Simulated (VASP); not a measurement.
## NbTe: single point with PBEsol

NbTe:

```
Te Nb
1.0
     3.32761    0.00000    0.00000
    -1.66380    2.88179    0.00000
     0.00000    0.00000    3.69288
Te Nb
1 1
Cartesian
  1.6638 0.9606 0.0000
  0.0000 0.0000 1.8464
```

```yaml
Program: VASP 6.6.1
Task: single point
Functional: PBEsol
Potentials_or_basis: VASP PAW PBE potentials, release 64 (Te, Nb_sv)
Cutoff: 520 eV
k_mesh: 8 × 8 × 7
Occupations: fermi-dirac, width 0.05 eV
Spin: no spin polarisation
Dipole_correction: no
Further_INCAR_settings: ALGO = Normal; EDIFF = 1e-06; NBANDS = 16
```

```
Pressure : 29.9 GPa
```

Levels at points of the mesh, in eV from the Fermi level:
```csv
k point,band 6,band 7,band 8,band 9,band 10,band 11,band 12,band 13,band 14,band 15
"(0.00, 0.00, 0.00)",-4.14,-3.31,-2.91,-2.91,0.23,0.23,3.50,3.50,4.90,6.12
"(0.50, 0.00, 0.00)",-8.63,-5.22,-3.56,-2.04,-0.32,2.15,2.78,3.22,4.34,6.17
```

Wall time 13 s on 1 thread of Intel(R) Xeon(R) Platinum 8488C (Sapphire Rapids) (shared host), peak memory 0.17 GiB.

Caveat: the PAW data sets were made with another functional, which shifts forces and pressure a little; spin-orbit coupling is left out, which moves the levels of the heavy elements.
